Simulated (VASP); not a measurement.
Wanted: the native input for a VASP 6.6.1 run.

```yaml
Task: single point
Functional: PBEsol
Potentials_or_basis: VASP PAW PBE potentials, release 64 (Mo_sv, H)
Cutoff: 520 eV
k_mesh: 9 × 9 × 1
Occupations: gaussian, width 0.1 eV
Spin: no spin polarisation
Dipole_correction: yes
Further_INCAR_settings: ALGO = Normal; EDIFF = 1e-06; NBANDS = 44
```

The structure of Mo5H lies in POSCAR:

```
Mo5H
1.0
    3.1293068543      0.0000000000      0.0000000000
    0.0000000000      3.1293068543      0.0000000000
    0.0000000000      0.0000000000     25.2586137086
Mo H
5 1
Direct
    0.5000000000      0.5000000000      0.3365188643
    0.0000000000      0.0000000000      0.3984642049
    0.5000000000      0.5000000000      0.4595912192
    0.0000000000      0.0000000000      0.5216556393
    0.5000000000      0.5000000000      0.5805171335
    0.0000000000      0.5000000000      0.6218853116
```

The input as run:

INCAR

```
SYSTEM = Mo5H
  ALGO = Normal
  DIPOL = 0.5 0.5 0.486
  EDIFF = 1E-6
  ENCUT = 520
  GGA = PS
  IDIPOL = 3
  ISIF = 2
  ISMEAR = 0
  LASPH = .TRUE.
  LCHARG = .FALSE.
  LDIPOL = .TRUE.
  LREAL = .FALSE.
  LWAVE = .FALSE.
  NBANDS = 44
  NELM = 60
  PREC = Accurate
  SIGMA = 0.1
```

KPOINTS

```
k-points
0
G
  9 9 1
  0 0 0
```

Potentials or basis: VASP PAW PBE potentials, release 64 (Mo_sv, H).

The run is started by

```bash
$ cat potpaw_PBE.64/Mo_sv/POTCAR potpaw_PBE.64/H/POTCAR > POTCAR
$ mpirun -np 1 vasp_std > vasp.out
```

It gave:

* Largest force: 1.328 eV/Å
* Band gap on the k mesh: zero (an odd number of electrons rules out a gap without spin polarisation)

Caveat: the PAW data sets were made with another functional, which shifts forces and pressure a little.

Run time: 4.3 min on 1 thread of Intel(R) Xeon(R) 6975P-C (Granite Rapids) (shared host), peak memory 0.43 GiB.
